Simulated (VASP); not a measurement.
Here is a VASP 6.6.1 calculation.

The input INCAR:

```
PREC = Accurate ; ENCUT = 400
EDIFF = 1E-6 ; ISMEAR = 0
SIGMA = 0.1 ; LREAL = False
LASPH = True ; NELM = 120
ALGO = Normal ; ISIF = 2
LWAVE = False ; LCHARG = False
GGA = PS ; NBANDS = 56
GGA_COMPAT = False
```

File KPOINTS:

```
regular mesh
0
Gamma
  3 3 2
```

The input POSCAR:

```
Hg2SbP3
1.0
    3.8778510000      4.4073050000      0.0217020000
    3.8967490000     -4.4240680000      0.0263510000
    1.3362060000      0.0008620000     -7.3392340000
Hg P Sb
4 6 2
Direct
    0.1710472759      0.8642173021      0.0064931924
    0.8398768581      0.1396814407      0.5031508402
    0.6505005993      0.3504688693      0.9113290800
    0.3510876859      0.6500866427      0.4199530548
    0.1428471554      0.0682335056      0.6817707529
    0.0756940470      0.1725020213      0.1878428066
    0.0455539297      0.4401905317      0.9707460032
    0.4340821903      0.0495857301      0.4698772495
    0.4086548258      0.3064723486      0.2483214842
    0.3226343150      0.3983682042      0.7368851041
    0.5996966576      0.8987284352      0.0053753580
    0.9093364121      0.5877899439      0.5020483434
```

Potentials or basis: VASP PAW PBE potentials, release 64 (Hg, P, Sb).

The run is started by

```bash
$ cat potpaw_PBE.64/Hg/POTCAR potpaw_PBE.64/P/POTCAR potpaw_PBE.64/Sb/POTCAR > POTCAR
$ mpirun -np 1 vasp_std > vasp.out
```

(1) Predict the pressure.

(2) Predict the largest force.

(3) What does it give for the band gap on the k mesh?

Results:

(1) 8.9 GPa.

(2) 3.333 eV/Å.

(3) zero (bands 44 and 45 overlap by 0.25 eV).

Caveat: the k points lie up to 0.43 Å⁻¹ apart; the PAW data sets were made with another functional, which shifts forces and pressure a little; spin-orbit coupling is left out, which moves the levels of the heavy elements.
